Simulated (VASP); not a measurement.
# Al (R-3m) in VASP: a series of runs, part 2 of 2

VASP 6.6.1. Earlier steps stand in the parts before.

### Step 4. Relaxation of cell and atoms, PBE

This run uses another cell than the first one, of 17.72 Å³/atom, 0.996 times its volume.

The input, INCAR:

```
SYSTEM = Al
PREC     = Accurate       ! precision mode
ENCUT    = 600            ! plane-wave cutoff, eV
EDIFF    = 1E-6           ! SCF threshold, eV
ISMEAR   = 0              ! smearing method
SIGMA    = 0.1            ! smearing width, eV
LREAL    = .False.        ! projectors in reciprocal space
LASPH    = .True.         ! aspherical terms in the spheres
NELM     = 80             ! most SCF steps
ALGO     = Normal         ! electronic algorithm
ISIF     = 3              ! what is computed and relaxed
LWAVE    = .False.        ! write WAVECAR
LCHARG   = .False.        ! write CHGCAR
GGA      = PE             ! functional
IBRION   = 2              ! ionic algorithm
NSW      = 90             ! ionic steps
EDIFFG   = -0.04          ! ionic threshold
```

The input, KPOINTS:

```
regular mesh
0
Gamma
  9 9 9
  0 0 0
```

The input, POSCAR:

```
Al
1.0
    1.4243635188      0.8223566610      5.0425459857
   -1.4243635188      0.8223566610      5.0425459857
    0.0000000000     -1.6447133220      5.0425459857
Al
2
Direct
    0.0896032923      0.0896032923      0.0896032923
    0.9103967077      0.9103967077      0.9103967077
```

Potentials or basis: VASP PAW PBE potentials, release 64 (Al).

Launch:

```bash
$ cat potpaw_PBE.64/Al/POTCAR > POTCAR
$ mpirun -np 1 vasp_std > vasp.out
```

OUTCAR:

```text
SYSTEM = Al
   PREC = Accurate
   ENCUT = 600
   EDIFF = 1E-6
   ISMEAR = 0
   LREAL = .False.
   LASPH = .True.
   NELM = 80
   ISIF = 3
   GGA = PE
   IBRION = 2
   NSW = 90
   EDIFFG = -0.04

 ion  position               nearest neighbor table
   1  0.090  0.090  0.090-   2 2.71   2 2.85   2 2.85   2 2.85
   2  0.910  0.910  0.910-   1 2.71   1 2.85   1 2.85   1 2.85

  LATTYP: Found a trigonal (rhomboedric) cell.
 ALAT       =     5.3039939602
 COS(alpha) =     0.8557666676

  Lattice vectors:

 A1 = (   1.4243635188,   0.8223566610,   5.0425459857)
 A2 = (  -1.4243635188,   0.8223566610,   5.0425459857)
 A3 = (   0.0000000000,  -1.6447133220,   5.0425459857)

[... 395 lines left out ...]
  ext. energy  EPLUGINS =         0.00000000
  ---------------------------------------------------
  free energy    TOTEN  =        -7.30180777 eV

  energy without entropy =       -7.29877152  energy(sigma->0) =       -7.30028964

 E-fermi :   7.1966     XC(G=0):  -9.9020

 val. band max:        7.1850392988   @ k =  -0.3333   0.3333   0.0000
 cond. band min:       7.2393096605   @ k =  -0.2222  -0.3333   0.1111
 fundamental gap:      0.0542703617
 Fermi energy:         7.1966111301

 k-point     1 :       0.0000    0.0000    0.0000
  band No.  band energies     occupation
      1      -3.4819      2.00000
      2       1.3459      2.00000
      3       2.3848      2.00000
      4      16.0938      0.00000
      5      16.7045      0.00000
      6      19.6740      0.00000
      7      19.6740      0.00000
[... 221 lines left out ...]
 k-point    24 :       0.4444    0.4444    0.0000
  band No.  band energies     occupation
      1       1.8342      2.00000
      2       3.9908      2.00000
      3       4.7616      2.00000
      4       6.2975      2.00000
      5      10.1317      0.00000
      6      13.4680      0.00000
      7      14.1303      0.00000

 [... further k-points ...]
[... 5 lines left out ...]
  --------------------------------------------------------------------------------------
  -------------------------------------------------------------------------------------
  Total       -0.0015938     -0.0015938     -0.0037794      0.0000000      0.0000000      0.0000000
  in kB       -0.0718477     -0.0718477     -0.1703694      0.0000000      0.0000000      0.0000000
  external PRESSURE =      -0.1046882 kB  Pullay stress =       0.0000000 kB
[... 17 lines left out ...]
  FREE ENERGIE OF THE ION-ELECTRON SYSTEM (eV)
  ---------------------------------------------------
  free  energy   TOTEN  =        -7.3018077664 eV

  energy  without entropy=       -7.2987715205  energy(sigma->0) =       -7.30028964

 reached required accuracy - stopping structural energy minimisation
```

OSZICAR:

```text
N       E                     dE             d eps       ncg     rms          rms(c)
DAV:   1     0.722319213783E+00    0.72232E+00   -0.24309E+03  1190   0.748E+02
DAV:   2    -0.720367547995E+01   -0.79260E+01   -0.76375E+01  1652   0.512E+01
DAV:   3    -0.730787151863E+01   -0.10420E+00   -0.10188E+00  1687   0.721E+00
[... 43 lines left out ...]
       N       E                     dE             d eps       ncg     rms          rms(c)
DAV:   1    -0.730181786915E+01   -0.20755E-03   -0.48108E-03  1393   0.402E-01    0.208E-02
DAV:   2    -0.730181225155E+01    0.56176E-05   -0.13273E-04  1631   0.944E-02    0.103E-02
DAV:   3    -0.730180818041E+01    0.40711E-05   -0.97681E-06  1687   0.172E-02    0.442E-03
DAV:   4    -0.730180776643E+01    0.41398E-06   -0.15108E-06   889   0.766E-03
   7 F= -.73018078E+01 E0= -.73002896E+01  d E =-.197633E-03
```

Run time: 3.4 min. Hardware: 1 thread of Intel Xeon Platinum 8259CL at 2.50GHz (Skylake/Cascade Lake), shared host; peak memory 0.26 GiB.

What came out:

| Property | Result |
| --- | --- |
| Free energy | -7.3018 eV |
| Relaxed volume | 17.77 Å³/atom |
| Relaxed cell | a = 5.495 Å, b = 5.495 Å, c = 5.495 Å, α = 29.47°, β = 29.47°, γ = 29.47° |
| Space group after relaxing (to 0.05 Å) | R-3m (No. 166) |
| Energy gained by relaxing | 15.1 meV/atom |
| Ionic steps | 7 |
| Pressure after relaxing | 0.0 GPa |
| Largest force after relaxing | 0.017 eV/Å |
| Band gap on the k mesh | zero (band 3 reaches 9.09 eV, above the bottom of band 4 at 5.59 eV) |

Forces on the atoms (eV/Å):
```
Al   0.000  0.000  0.017
Al   0.000  0.000 -0.017
```

Step by step:
```
step  energy change (eV)  largest force (eV/Å)  pressure (GPa)  volume (Å³)
   1              0.0000                0.1627            0.23        35.44
   2             -0.0101                0.1205           -0.14        35.57
   3             -0.0287                0.0702           -0.76        35.93
   4             -0.0290                0.0482           -0.72        35.89
   5             -0.0293                0.0410            0.51        35.31
   6             -0.0300                0.0437           -0.05        35.57
   7             -0.0302                0.0166           -0.01        35.54
```

Final structure:
```
Al
1.0
     1.39756    0.80688    5.25307
    -1.39756    0.80688    5.25307
     0.00000   -1.61376    5.25307
Al
2
Cartesian
  0.0000 0.0000 1.3855
  0.0000 0.0000 14.3737
```

### Step 5. Single point, PBE

This run uses another cell than the first one, of 17.73 Å³/atom, 0.997 times its volume.

The input, INCAR:

```
ALGO = Fast
EDIFF = 1E-6
ENCUT = 520
GGA = PE
ISIF = 2
ISMEAR = 0
LASPH = T
LCHARG = F
LREAL = F
LWAVE = F
NBANDS = 10
NELM = 80
PREC = Accurate
SIGMA = 0.1
```

The input, KPOINTS:

```
k-points
0
Gamma
  24 24 24
```

The input, POSCAR:

```
Al
1.0
    1.4226293838      0.8213554577      5.0572685728
   -1.4226293838      0.8213554577      5.0572685728
    0.0000000000     -1.6427109154      5.0572685728
Al
2
Direct
    0.0894225684      0.0894225684      0.0894225684
    0.9105774316      0.9105774316      0.9105774316
```

Launch:

```bash
$ cat potpaw_PBE.64/Al/POTCAR > POTCAR
$ mpirun -np 1 vasp_std > vasp.out
```

Run time: 13 min. Hardware: 1 thread of Intel Xeon Platinum 8259CL at 2.50GHz (Skylake/Cascade Lake), shared host; peak memory 0.54 GiB.

It converged, with:

| Quantity | Value |
| --- | --- |
| Free energy | -7.2969 eV |
| Pressure | 0.0 GPa |
| Largest force | 0.003 eV/Å |
| Band gap on the k mesh | zero (band 3 reaches 9.85 eV, above the bottom of band 4 at 5.45 eV) |

Forces on the atoms (eV/Å):
```
Al   0.000  0.000  0.003
Al   0.000  0.000 -0.003
```

Stress tensor (GPa, compression positive):
```
 0.01  0.00  0.00
 0.00  0.01  0.00
 0.00  0.00 -0.07
```

Levels at points of the mesh, in eV from the Fermi level:
| k point | band 1 | band 2 | band 3 | band 4 | band 5 | band 6 | band 7 | band 8 |
| --- | --- | --- | --- | --- | --- | --- | --- | --- |
| (0.00, 0.00, 0.00) | -10.61 | -5.14 | -4.52 | 9.92 | 11.26 | 11.74 | 11.74 | 12.11 |
| (0.50, 0.00, 0.00) | -4.55 | -4.46 | -1.32 | 0.05 | 2.24 | 3.48 | 7.06 | 8.12 |
| (0.50, 0.50, 0.00) | -4.20 | -4.01 | -2.31 | -1.67 | 4.73 | 5.49 | 6.27 | 7.03 |
| (0.50, 0.50, 0.50) | -9.61 | -8.61 | 1.75 | 2.09 | 11.46 | 11.46 | 11.77 | 11.77 |

### Step 6. Overview

| task | cell | k mesh | cutoff (eV) | gap on the mesh (eV) | pressure (GPa) | relaxed volume (Å³/atom) | largest force (eV/Å) |
| --- | --- | --- | --- | --- | --- | --- | --- |
| single point | a = 5.494 Å, angles 29.5°, 2 atoms | 9 × 9 × 9 | 520 | none | -0.1 | - | - |
| relaxation of cell and atoms | relaxed from a = 4.426 Å, angles 44.2°, 2 atoms | 6 × 6 × 6 | 600 | none | 0.2 | 16.47 | 0.04 |
| relaxation of cell and atoms | relaxed from a = 5.304 Å, angles 31.2°, 2 atoms | 9 × 9 × 9 | 600 | none | 0.0 | 17.77 | 0.02 |
| single point | a = 5.317 Å, angles 31.0°, 2 atoms | 24 × 24 × 24 | 520 | none | 0.0 | - | - |

Alike in all rows: level PBE; potentials or basis VASP PAW PBE potentials, release 64 (Al); no spin polarisation; smearing gaussian 0.1 eV.

Caveats: some runs use coarse meshes.

Absolute energies hang on the potentials; compare differences alone.
